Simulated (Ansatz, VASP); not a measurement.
**One calculation of PtS2, two programs**

```
Pt S
1.0
     3.70180    0.00000    0.00000
    -1.85090    3.20585    0.00000
     0.00000    0.00000    6.65910
Pt S
1 2
Direct
  0.00000 0.00000 0.00000
  0.33333 0.66667 0.17418
  0.66667 0.33333 0.82582
```

Alike in both runs: functional PBE; k mesh 9 × 9 × 4; occupations gaussian, width 0.05 eV; no spin polarisation.

Ansatz relaxed the structure, and its values are those at the end. VASP's run is a single point on that final structure, the one shown.

|  | VASP | Ansatz |
| --- | --- | --- |
| version | VASP 6.6.1 | Ansatz 0.2.0 |
| potentials or method | VASP PAW PBE potentials, release 64 (Pt, S), cutoff 520 eV | scalar-relativistic, plane waves, PAW |
| valence electrons in the cell | 22 | 30 |

```csv
,VASP,Ansatz,Ansatz less VASP
gap on the k mesh at the Fermi level (eV),1.39,1.39,+0.002
least direct gap on the mesh (eV),1.43,1.43,+0.001
pressure (GPa),-3.8,-3.5,+0.29
rms of the force components (eV/Å),0.015,0.000,-0.0143
```

VASP's potentials hold 22 valence electrons a cell and Ansatz's 30, so a difference there can come from the potentials and not from the codes. Ansatz's warnings: stress scf threshold loose.

Neither program's run includes spin-orbit coupling.
